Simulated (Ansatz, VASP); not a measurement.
# PbO: VASP beside Ansatz

```
Pb O
1.0
     0.00000    2.63230    2.63230
     2.63230    0.00000    2.63230
     2.63230    2.63230    0.00000
Pb O
1 1
Cartesian
  0.0000 0.0000 0.0000
  2.6323 2.6323 2.6323
```

Alike in both runs: task electric field gradients; functional PBE; k mesh 12 × 12 × 12; occupations fermi-dirac, width 0.05 eV; no spin polarisation.

```csv
,VASP,Ansatz
version,VASP 6.6.1,Ansatz 0.2.0
potentials or method,"VASP PAW PBE potentials, release 64 (Pb_d, O)","PAW with Ansatz's default frozen-core files, scalar-relativistic"
plane-wave cutoff (eV),520,420
valence electrons in the cell,20,20
```

```tsv
	VASP	Ansatz	Ansatz less VASP
pressure (GPa)	-0.1	0.0	+0.06
```

Neither program's run includes spin-orbit coupling.
